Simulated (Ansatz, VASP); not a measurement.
Two plane-wave programs on MgO

```
Mg O
1.0
     0.00000    2.11350    2.11350
     2.11350    0.00000    2.11350
     2.11350    2.11350    0.00000
Mg O
1 1
Direct
  0.00000 0.00000 0.00000
  0.50000 0.50000 0.50000
```

Alike in both runs: task single point; functional r2SCAN; k mesh 9 × 9 × 9; occupations gaussian, width 0.1 eV; no spin polarisation.

|  | VASP | Ansatz |
| --- | --- | --- |
| version | VASP 6.6.1 | Ansatz 0.2.0 |
| potentials or method | VASP PAW PBE potentials, release 64 (Mg_sv, O), cutoff 750 eV | PAW, plane waves, scalar-relativistic |
| valence electrons in the cell | 16 | 16 |

VASP gave:

| Property | Result |
| --- | --- |
| pressure (GPa) | -2.5 |

Problem. Estimate Ansatz's values.

Solution. Pressure (GPa): -2.6.

VASP's potentials were made for PBE, not for r2SCAN. With one functional, cell and mesh, what is left measures potentials, basis and numerics.
